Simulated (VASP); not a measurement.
Runs of VASP 6.6.1 on C. The structure is that of space group P6/mmm (No. 191), or close to it. The cells are those of the table. 

```tsv
cell	k mesh	smearing	gap on the mesh (eV)	largest force (eV/Å)
a = 2.469, b = 2.464, c = 26.000 Å, angles 90.0, 90.0, 120.1°, 2 atoms	12 × 12 × 1	gaussian 0.02 eV	0.07	-
a = 2.466, b = 2.465, c = 26.000 Å, angles 90.0, 90.0, 120.0°, 2 atoms	8 × 8 × 1	gaussian 0.1 eV	1.97	0.01
a = 2.466, b = 2.465, c = 26.000 Å, angles 90.0, 90.0, 120.0°, 2 atoms	12 × 12 × 1	gaussian 0.02 eV	(a)	0.02
a = 2.469, b = 2.464, c = 26.000 Å, angles 90.0, 90.0, 120.1°, 2 atoms	16 × 16 × 1	gaussian 0.01 eV	1.20	(b)
```

Alike in all rows: task single point; level PBE+D3(BJ); potentials or basis VASP PAW PBE potentials, release 64 (C); no spin polarisation; cutoff (eV) 520.

Problem. Fill in the values left out.

Solution. (a) 0.00; (b) 0.18.

A k mesh can miss the band edges.
